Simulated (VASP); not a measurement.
Input of a VASP 6.6.1 run:

The input INCAR:

```
  PREC = Accurate
  ENCUT = 500
  EDIFF = 1E-6
  ISMEAR = 0
  SIGMA = 0.1
  LREAL = F
  LASPH = T
  NELM = 120
  ALGO = Normal
  ISIF = 2
  LWAVE = F
  LCHARG = F
  GGA = PE
  NBANDS = 8
  GGA_COMPAT = F
```

KPOINTS

```
Automatic mesh
0
Gamma
  10 10 10
```

The input POSCAR:

```
Sb
1.0
   -1.8964368467      1.8964368467      1.8964368467
    1.8964368467     -1.8964368467      1.8964368467
    1.8964368467      1.8964368467     -1.8964368467
Sb
1
Direct
    0.0000000000      0.0000000000      0.0000000000
```

Potentials or basis: VASP PAW PBE potentials, release 64 (Sb).

Command:

```console
$ cat potpaw_PBE.64/Sb/POTCAR > POTCAR
$ mpirun -np 1 vasp_std > vasp.out
```

Q: Estimate the pressure.

A: 0.4 GPa.
